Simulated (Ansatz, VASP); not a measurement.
One calculation of K, two programs

INCAR

```
PREC = Accurate
ENCUT = 520
EDIFF = 1E-6
ISMEAR = -1
SIGMA = 0.6
LREAL = F
LASPH = T
NELM = 80
ALGO = Normal
ISIF = 2
LWAVE = F
LCHARG = F
NBANDS = 10
```

File KPOINTS:

```
Automatic mesh
0
Gamma
  9 9 9
```

Contents of POSCAR:

```
K
1.0
   -2.5241928768      2.5241928768      2.5241928768
    2.5241928768     -2.5241928768      2.5241928768
    2.5241928768      2.5241928768     -2.5241928768
K
1
Direct
    0.0000000000      0.0000000000      0.0000000000
```

Input for Ansatz:

```yaml
crystal:
  lattice:
    - [-2.5241928768, 2.5241928768, 2.5241928768]
    - [2.5241928768, -2.5241928768, 2.5241928768]
    - [2.5241928768, 2.5241928768, -2.5241928768]
  atoms:
    - { symbol: K, position: [0.0, 0.0, 0.0] }
hamiltonian:
  xc: lda
  pseudopotentials:
    kind: paw
    azcp:
      K: "pseudopotentials/K.paw.azcp"
basis:
  ecutwfc: 420
  fft_grid_basis: typed
kpoints:
  mp_grid: { grid: [9, 9, 9], shift: [0, 0, 0] }
magnetization:
  spin_polarized: false
scf:
  occupations: { method: fermi_dirac, width: 0.6 }
  lower_state_search: "off"
output:
  stress: true
```

Alike in both runs: task single point; functional LDA; k mesh 9 × 9 × 9; occupations fermi-dirac, width 0.6 eV; no spin polarisation.

|  | VASP | Ansatz |
| --- | --- | --- |
| version | VASP 6.6.1 | Ansatz 0.2.0 |
| potentials or method | VASP PAW LDA potentials, release 64 (K_sv), cutoff 520 eV | plane waves (420 eV) with PAW, scalar-relativistic |
| valence electrons in the cell | 9 | 9 |

```csv
,VASP,Ansatz,Ansatz less VASP
pressure (GPa),0.3,0.3,+0.01
```

Ansatz warns that its potentials were made for another functional, while VASP's fit it. LDA's correlation is that of Perdew and Zunger in VASP and of Perdew and Wang (1992) in Ansatz.
